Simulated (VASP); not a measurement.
Runs of VASP 6.6.1 on Al2O3. The structure is that of space group Pbcn (No. 60), or close to it. The cells are those of the table. 

| task | cell | cutoff (eV) | gap on the mesh (eV) | pressure (GPa) | largest force (eV/Å) |
| --- | --- | --- | --- | --- | --- |
| relaxation of shape and atoms at fixed volume | relaxed from a = 6.946, b = 4.749, c = 4.885 Å, 20 atoms | 600 | 6.03 | 15.6 | 0.01 |
| single point | a = 7.091, b = 4.848, c = 4.987 Å, 20 atoms | 520 | (a) | -0.2 | 0.01 |
| single point | a = 6.942, b = 4.750, c = 4.887 Å, 20 atoms | 520 | 6.03 | 16.0 | 0.01 |
| single point | a = 7.301, b = 4.997, c = 5.169 Å, 20 atoms | 520 | (b) | -18.0 | 0.01 |

Alike in all rows: level PBE; potentials or basis VASP PAW PBE potentials, release 64 (Al, O); no spin polarisation; k mesh 4 × 6 × 6; smearing gaussian 0.02 eV.

**Question.** Estimate the missing entries.

**Answer.** (a) 5.31; (b) 4.29.

A k mesh can miss the band edges.
